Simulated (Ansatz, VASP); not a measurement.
# One calculation of As, two programs

```
As
1.0
     0.00000    3.06194    3.06194
     3.06194    0.00000    3.06194
     3.06194    3.06194    0.00000
As
2
Direct
  0.87500 0.87500 0.87500
  0.12500 0.12500 0.12500
```

Alike in both runs: functional PBE; k mesh 12 × 12 × 12; occupations fermi-dirac, width 0.05 eV; no spin polarisation.

Ansatz relaxed the structure, and its values are those at the end. VASP's run is a single point on that final structure, the one shown.

|  | VASP | Ansatz |
| --- | --- | --- |
| version | VASP 6.6.1 | Ansatz 0.2.0 |
| potentials or method | VASP PAW PBE potentials, release 64 (As), cutoff 520 eV | all-electron LAPW, non-relativistic |

```csv
,VASP,Ansatz,Ansatz less VASP
pressure (GPa),-0.3,0.0,+0.24
```

Ansatz ran all-electron here, and VASP with PAW potentials.
